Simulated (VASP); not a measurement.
Input of a VASP 6.6.1 run:

INCAR

```
PREC = Accurate
ENCUT = 520
EDIFF = 1E-7
ISMEAR = 0
SIGMA = 0.15
LREAL = F
LASPH = T
NELM = 60
ALGO = Fast
ISIF = 2
LWAVE = F
LCHARG = F
GGA = PE
NBANDS = 12
```

The input KPOINTS:

```
Automatic mesh
0
Gamma
  16 16 16
```

POSCAR

```
Cu
1.0
   -0.1509885394      1.8623962994      1.7642074226
    1.5751254769     -0.0903701250      1.7035890082
    1.6668902805      1.8935426886     -0.1821349286
Cu
1
Direct
    0.0000000000      0.0000000000      0.0000000000
```

Potentials or basis: VASP PAW PBE potentials, release 64 (Cu).

Command:

```bash
$ cat potpaw_PBE.64/Cu/POTCAR > POTCAR
$ mpirun -np 1 vasp_std > vasp.out
```

(1) Predict the band gap on the k mesh.

(2) What does it give for the pressure?

Answers

(1) zero (an odd number of electrons rules out a gap without spin polarisation).

(2) 6.0 GPa.

Caveat: the cell stands under pressure.
